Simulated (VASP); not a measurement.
PbF2:

```
Pb F
1.0
     0.00000    3.02179    3.02179
     3.02179    0.00000    3.02179
     3.02179    3.02179    0.00000
Pb F
1 2
Direct
  0.00000 0.00000 0.00000
  0.75000 0.75000 0.75000
  0.25000 0.25000 0.25000
```

Base run:

```yaml
Program: VASP 6.6.1
Functional: PBEsol
Potentials_or_basis: VASP PAW PBE potentials, release 64 (Pb_d, F)
Cutoff: 520 eV
k_mesh: 8 × 8 × 8
Occupations: fermi-dirac, width 0.05 eV
Spin: no spin polarisation
```

Its results: band gap on the k mesh 4.30 eV (least direct gap 4.45 eV); pressure -4.9 GPa.

**Question.** The run is repeated on the same cell with these changes: functional from PBEsol to r2SCAN; cutoff from 520 eV to 660 eV. What comes out?

**Answer.** Band gap on the k mesh 4.94 eV (least direct gap 5.08 eV); pressure -4.3 GPa.

Caveats: the cell stands under tension; the PAW data sets were made with another functional, which shifts forces and pressure a little; spin-orbit coupling is left out, which moves the levels of the heavy elements.

A k mesh can miss the band edges.
